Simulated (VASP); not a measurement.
# GeS (Pnma) in VASP: single point with PBE+D3(BJ)

Aim: the single point of GeS with PBE+D3(BJ).

Program: VASP 6.6.1. These are calculated values, not measurements. Logs are shortened: lines on timing, memory, paths and dates and some standing lists are left out, and cuts for length are marked.

## (1) The cell of the first run

It takes space group Pnma (No. 62, orthorhombic). The conventional cell has a = 10.658 Å, b = 3.681 Å, c = 4.356 Å, α = 90.00°, β = 90.00°, γ = 90.00°. Ge (site symmetry m) has 3 S at 2.46 Å within 3.3 Å. S (site symmetry m) has 3 Ge at 2.46 Å within 3.3 Å.

## (2) Single point, PBE+D3(BJ)

Input file INCAR:

```
PREC = Accurate
ENCUT = 500
EDIFF = 1E-6
ISMEAR = 0
SIGMA = 0.01
LREAL = False
LASPH = True
NELM = 120
ALGO = Normal
ISIF = 2
LWAVE = False
LCHARG = False
GGA = PE
IVDW = 12
NBANDS = 50
GGA_COMPAT = False
```

Input file KPOINTS:

```
regular mesh
0
Gamma
  4 10 8
```

Input file POSCAR:

```
GeS
1.0
   10.6578194428      0.0000000000      0.0000000000
    0.0000000000      3.6807463160      0.0000000000
    0.0000000000      0.0000000000      4.3564229556
Ge S
4 4
Direct
    0.1244589646      0.2500000000      0.1351913474
    0.3755410354      0.7500000000      0.6351913474
    0.6244589646      0.2500000000      0.3648086526
    0.8755410354      0.7500000000      0.8648086526
    0.8493478643      0.2500000000      0.4948691589
    0.6506521357      0.7500000000     -0.0051308411
    0.3493478643      0.2500000000      1.0051308411
    0.1506521357      0.7500000000      0.5051308411
```

Potentials or basis: VASP PAW PBE potentials, release 64 (Ge_d, S).

Launch:

```
$ cat potpaw_PBE.64/Ge_d/POTCAR potpaw_PBE.64/S/POTCAR > POTCAR
$ mpirun -np 1 vasp_std > vasp.out
```

OUTCAR:

```text
PREC = Accurate
   ENCUT = 500
   EDIFF = 1E-6
   ISMEAR = 0
   LREAL = False
   LASPH = True
   NELM = 120
   ISIF = 2
   GGA = PE
   IVDW = 12
 IVDW          = 12

 ion  position               nearest neighbor table
   1  0.124  0.250  0.135-   8 2.46   8 2.46   7 2.46
   2  0.376  0.750  0.635-   7 2.46   7 2.46   8 2.46
   3  0.624  0.250  0.365-   6 2.46   6 2.46   5 2.46
   4  0.876  0.750  0.865-   5 2.46   5 2.46   6 2.46
   5  0.849  0.250  0.495-   4 2.46   4 2.46   3 2.46
   6  0.651  0.750  0.995-   3 2.46   3 2.46   4 2.46
   7  0.349  0.250  0.005-   2 2.46   2 2.46   1 2.46
   8  0.151  0.750  0.505-   1 2.46   1 2.46   2 2.46

  LATTYP: Found a simple orthorhombic cell.
 ALAT       =     3.6807463160
 B/A-ratio  =     1.1835705538
 C/A-ratio  =     2.8955593588

  Lattice vectors:

 A1 = (   0.0000000000,   3.6807463160,   0.0000000000)
 A2 = (   0.0000000000,   0.0000000000,   4.3564229556)
 A3 = (  10.6578194428,   0.0000000000,   0.0000000000)

Analysis of symmetry for initial positions (statically):
=====================================================================
 Subroutine PRICEL returns:
 Original cell was already a primitive cell.

 Routine SETGRP: Setting up the symmetry group for a
 simple orthorhombic supercell.

 Subroutine GETGRP returns: Found  8 space group operations
 (whereof  2 operations were pure point group operations)
 out of a pool of  8 trial point group operations.

The static configuration has the point symmetry S_2 .
 The point group associated with its full space group is D_2h.

Analysis of symmetry for dynamics (positions and initial velocities):
=====================================================================
 Subroutine PRICEL returns:
 Original cell was already a primitive cell.

 Routine SETGRP: Setting up the symmetry group for a
 simple orthorhombic supercell.

 Subroutine GETGRP returns: Found  8 space group operations
 (whereof  2 operations were pure point group operations)
 out of a pool of  8 trial point group operations.

The dynamic configuration has the point symmetry S_2 .
 The point group associated with its full space group is D_2h.

 Subroutine INISYM returns: Found  8 space group operations
 (whereof  2 operations are pure point group operations),
 and found     1 'primitive' translations

----------------------------------------------------------------------------------------

                                     Primitive cell

  volume of cell :     170.8969

  direct lattice vectors                    reciprocal lattice vectors
    10.657819443  0.000000000  0.000000000     0.093827823  0.000000000  0.000000000
     0.000000000  3.680746316  0.000000000     0.000000000  0.271684032  0.000000000
     0.000000000  0.000000000  4.356422956     0.000000000  0.000000000  0.229546123

  length of vectors
    10.657819443  3.680746316  4.356422956     0.093827823  0.271684032  0.229546123

  position of ions in fractional coordinates (direct lattice)
     0.124458965  0.250000000  0.135191347
     0.375541035  0.750000000  0.635191347
     0.624458965  0.250000000  0.364808653
     0.875541035  0.750000000  0.864808653
     0.849347864  0.250000000  0.494869159
     0.650652136  0.750000000  0.994869159
     0.349347864  0.250000000  0.005130841
     0.150652136  0.750000000  0.505130841

  ion indices of the primitive-cell ions
   primitive index   ion index
                 1           1
                 2           2
                 3           3
                 4           4
                 5           5
                 6           6
                 7           7
                 8           8

----------------------------------------------------------------------------------------

 KPOINTS: regular mesh

Automatic generation of k-mesh.
 Grid dimensions read from file:
 generate k-points for:    4   10    8

 Generating k-lattice:

  Cartesian coordinates                     Fractional coordinates (reciprocal lattice)
     0.023456956  0.000000000  0.000000000     0.250000000  0.000000000  0.000000000
     0.000000000  0.027168403  0.000000000     0.000000000  0.100000000  0.000000000
     0.000000000  0.000000000  0.028693265     0.000000000  0.000000000  0.125000000

  Length of vectors
     0.023456956  0.027168403  0.028693265

  Shift w.r.t. Gamma in fractional coordinates (k-lattice)
     0.000000000  0.000000000  0.000000000

 Subroutine IBZKPT returns following result:
 ===========================================

 Found     90 irreducible k-points:

 Following reciprocal coordinates:
            Coordinates               Weight
  0.000000  0.000000  0.000000      1.000000
  0.250000  0.000000  0.000000      2.000000
  0.500000  0.000000  0.000000      1.000000
  0.000000  0.100000  0.000000      2.000000
  0.250000  0.100000  0.000000      4.000000
  0.500000  0.100000  0.000000      2.000000
[... 16 lines left out ...]
  0.250000  0.100000  0.125000      8.000000
  0.500000  0.100000  0.125000      4.000000
 [... further k-points ...]
   k-points           NKPTS =     90   k-points in BZ     NKDIM =     90   number of bands    NBANDS=     50
   number of dos      NEDOS =    301   number of ions     NIONS =      8
   total plane-waves  NPLWV =  71680
   dimension x,y,z NGX =    80 NGY =   28 NGZ =   32
   dimension x,y,z NGXF=   160 NGYF=   56 NGZF=   64
   ions per type =               4   4
   NGX,Y,Z   is equivalent  to a cutoff of  12.48, 12.65, 12.21 a.u.
   NGXF,Y,Z  is equivalent  to a cutoff of  24.96, 25.29, 24.42 a.u.
 SYSTEM =  unknown system
   PREC   = accura    normal or accurate (medium, high low for compatibility)
   ISTART =      0    job   : 0-new  1-cont  2-samecut
   ICHARG =      2    charge: 1-file 2-atom 10-const
   ISPIN  =      1    spin polarized calculation?
   LNONCOLLINEAR =      F non collinear calculations
   LSORBIT =      F    spin-orbit coupling
   LASPH  =      T    aspherical Exc in radial PAW
   ENCUT  =  500.0 eV  36.75 Ry    6.06 a.u.  19.43  6.71  7.94*2*pi/ulx,y,z
   NELM   =    120;   NELMIN=  2; NELMDL= -5     # of ELM steps
   EDIFF  = 0.1E-05   stopping-criterion for ELM
   LREAL  =      F    real-space projection
   EDIFFG = 0.1E-04   stopping-criterion for IOM
   NSW    =      0    number of steps for IOM
   IBRION =     -1    ionic relax: 0-MD 1-quasi-New 2-CG
   NFREE  =      0    steps in history (QN), initial steepest desc. (CG)
   ISIF   =      2    stress and relaxation
   ISYM   =      2    0-nonsym 1-usesym 2-fastsym
   POTIM  = 0.5000    time-step for ionic-motion
   TEBEG  =    0.0;   TEEND  =   0.0 temperature during run
   PSTRESS=    0.0 pullay stress
   NELECT =      80.0000    total number of electrons
   NUPDOWN=      -1.0000    fix difference up-down
   EMIN   =  10.00;   EMAX   =-10.00  energy-range for DOS
   EFERMI =   0.00;   METHOD = LEGACY
   ISMEAR =     0;   SIGMA  =   0.01  broadening in eV -4-tet -1-fermi 0-gaus
   EFERMI_NEDOS =   21; number of points for ismear=-14 and -15
   IALGO  =     38    algorithm
   IMIX   =      4    mixing-type and parameters
     AMIX     =   0.40;   BMIX     =  1.00
     AMIX_MAG =   1.60;   BMIX_MAG =  1.00
  volume/ion in A,a.u.               =      21.36       144.16
  Fermi-wavevector in a.u.,A,eV,Ry     =   1.271140  2.402106 21.984253  1.615797
  Thomas-Fermi vector in A             =   2.404089
   LORBIT       =      0    0 simple, 1 ext, 2 COOP (PROOUT), +10 PAW based schemes
   GGA     = PE    functional components
   LHFCALC =     F    Hartree Fock is set to
   AEXX    =    0.0000 exact exchange contribution
   IVDW    =    12    specifies the selected vdW correction
   LEPSILON=     F    determine dielectric tensor
   LRPA    =     F    only Hartree local field effects (RPA)
 non-spin polarized calculation
 Gauss-broadening in eV      SIGMA  =   0.01
  energy-cutoff  :      500.00
  volume of cell :      170.90
 maximum number of plane-waves:      4366
 NGX is ok and might be reduce to    80
   NGX = 39   NGY = 13   NGZ = 15

 number of electron      80.0000038 magnetization

 Free energy of the ion-electron system (eV)
  ---------------------------------------------------
  ext. energy  EPLUGINS =         0.00000000
  ---------------------------------------------------
  free energy    TOTEN  =       -36.63825704 eV

  energy without entropy =      -36.63825704  energy(sigma->0) =      -36.63825704

 E-fermi :   4.5294     XC(G=0):  -9.9167

 val. band max:        4.4851805490   @ k =   0.0000   0.0000   0.0000
 cond. band min:       5.7472225794   @ k =   0.0000   0.0000   0.0000
 fundamental gap:      1.2620420304
 Fermi energy:         4.5294269302

 k-point     1 :       0.0000    0.0000    0.0000
  band No.  band energies     occupation
      1     -19.8203      2.00000
      2     -19.8180      2.00000
      3     -19.8134      2.00000
      4     -19.8120      2.00000
      5     -19.8113      2.00000
      6     -19.8103      2.00000
[... 42 lines left out ...]
     49      10.0641      0.00000
     50      10.5008      0.00000

 k-point     2 :       0.2500    0.0000    0.0000
  band No.  band energies     occupation
      1     -19.8200      2.00000
      2     -19.8184      2.00000
      3     -19.8132      2.00000
      4     -19.8122      2.00000
      5     -19.8112      2.00000
      6     -19.8106      2.00000
[... 42 lines left out ...]
     49      10.2573      0.00000
     50      10.2714      0.00000

 k-point     3 :       0.5000    0.0000    0.0000
  band No.  band energies     occupation
      1     -19.8192      2.00000
      2     -19.8192      2.00000
      3     -19.8126      2.00000
      4     -19.8126      2.00000
      5     -19.8109      2.00000
      6     -19.8109      2.00000
[... 42 lines left out ...]
     49       9.8944      0.00000
     50       9.8947      0.00000

 k-point     4 :       0.0000    0.1000    0.0000
  band No.  band energies     occupation
      1     -19.8192      2.00000
      2     -19.8172      2.00000
      3     -19.8124      2.00000
      4     -19.8121      2.00000
      5     -19.8109      2.00000
      6     -19.8109      2.00000
[... 999 lines left out ...]
 k-point    23 :       0.2500    0.1000    0.1250
  band No.  band energies     occupation
      1     -19.8187      2.00000
      2     -19.8173      2.00000
      3     -19.8125      2.00000
      4     -19.8123      2.00000
      5     -19.8112      2.00000
      6     -19.8109      2.00000
[... 42 lines left out ...]
     49       9.4029      0.00000
     50       9.9145      0.00000

 k-point    24 :       0.5000    0.1000    0.1250
  band No.  band energies     occupation
      1     -19.8180      2.00000
      2     -19.8180      2.00000
      3     -19.8123      2.00000
      4     -19.8123      2.00000
      5     -19.8112      2.00000
      6     -19.8112      2.00000
[... 42 lines left out ...]
     49       9.7327      0.00000
     50       9.8465      0.00000

 [... further k-points ...]

------------------------ aborting loop because EDIFF is reached ----------------------------------------

 Edisp (eV)   -2.61798

 E8    (eV) :    -1.0684

  FORCE on cell =-STRESS in cart. coord.  units (eV):
  Direction    XX          YY          ZZ          XY          YZ          ZX
  --------------------------------------------------------------------------------------
  -------------------------------------------------------------------------------------
  Total      -0.11045    -0.12702    -0.06922     0.00000     0.00000     0.00000
  in kB      -1.03549    -1.19083    -0.64898     0.00000     0.00000     0.00000
  external pressure =       -0.96 kB  Pullay stress =        0.00 kB

 VOLUME and BASIS-vectors are now :
 -----------------------------------------------------------------------------
  energy-cutoff  :      500.00
  volume of cell :      170.90
      direct lattice vectors                 reciprocal lattice vectors
    10.657819443  0.000000000  0.000000000     0.093827823  0.000000000  0.000000000
     0.000000000  3.680746316  0.000000000     0.000000000  0.271684032  0.000000000
     0.000000000  0.000000000  4.356422956     0.000000000  0.000000000  0.229546123

 POSITION                                       TOTAL-FORCE (eV/Angst)
 -----------------------------------------------------------------------------------
      1.32646      0.92019      0.58895         0.001439      0.000000     -0.005831
      4.00245      2.76056      2.76716        -0.001439      0.000000     -0.005831
      6.65537      0.92019      1.58926         0.001439     -0.000000      0.005831
      9.33136      2.76056      3.76747        -0.001439     -0.000000      0.005831
      9.05220      0.92019      2.15586         0.000018     -0.000000     -0.004112
      6.93453      2.76056      4.33407        -0.000018     -0.000000     -0.004112
      3.72329      0.92019      0.02235         0.000018      0.000000      0.004112
      1.60562      2.76056      2.20056        -0.000018     -0.000000      0.004112
 -----------------------------------------------------------------------------------
    total drift:                                0.000000     -0.000000     -0.000000

  FREE ENERGIE OF THE ION-ELECTRON SYSTEM (eV)
  ---------------------------------------------------
  free  energy   TOTEN  =       -39.2562388976 eV

  energy  without entropy=      -39.2562388976  energy(sigma->0) =      -39.25623890
```

It took 5 min on 1 thread of AMD EPYC 9R45 (Zen 5), shared host; peak memory 0.59 GiB.

Results:

- Free energy: -39.2562 eV
- Pressure: -0.1 GPa
- Largest force: 0.006 eV/Å
- Band gap on the k mesh: 1.26 eV, direct
- Dispersion energy per atom: -0.327 eV

Forces in eV/Å, atoms in the order of the input:
```
Ge   0.001  0.000 -0.006
Ge  -0.001  0.000 -0.006
Ge   0.001  0.000  0.006
Ge  -0.001  0.000  0.006
S    0.000  0.000 -0.004
S    0.000  0.000 -0.004
S    0.000  0.000  0.004
S    0.000  0.000  0.004
```

A k mesh can miss the band edges.
